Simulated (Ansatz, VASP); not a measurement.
## Co in VASP and in Ansatz

```xyz
2
Lattice="2.4720 0.0000 0.0000 -1.2360 2.1408 0.0000 0.0000 0.0000 4.0211" Properties=species:S:1:pos:R:3 pbc="T T T"
Co    1.2360    0.7136    3.0159
Co    0.0000    1.4272    1.0053
```

Alike in both runs: functional revPBE; k mesh 12 × 12 × 7; occupations fermi-dirac, width 0.05 eV; collinear spin.

```csv
,VASP,Ansatz
version,VASP 6.6.1,Ansatz 0.2.0
potentials or method,"VASP PAW PBE potentials, release 64 (Co)",Ansatz PAW
plane-wave cutoff (eV),520,420
valence electrons in the cell,18,34
task,single point,band structure
```

```tsv
	VASP	Ansatz	Ansatz less VASP
gap on the k mesh at the Fermi level (eV)	none	none	-
pressure (GPa)	8.4	9.2	+0.81
traceless stress, the component that is largest in VASP (GPa)	-1.87	-1.85	+0.025
net moment per atom (μB)	1.61	1.62	+0.007
size of the moment on the site where the two differ most (μB)	1.63	1.69	+0.067
```

VASP's potentials were made for PBE, not for revPBE. Site moments also hang on the region over which each program counts them. A gap of «none» marks a metal or a gap that the smearing closes. With one functional, cell and mesh, what is left measures potentials, basis and numerics. VASP's potentials hold 18 valence electrons a cell and Ansatz's 34, so a difference there can come from the potentials and not from the codes.
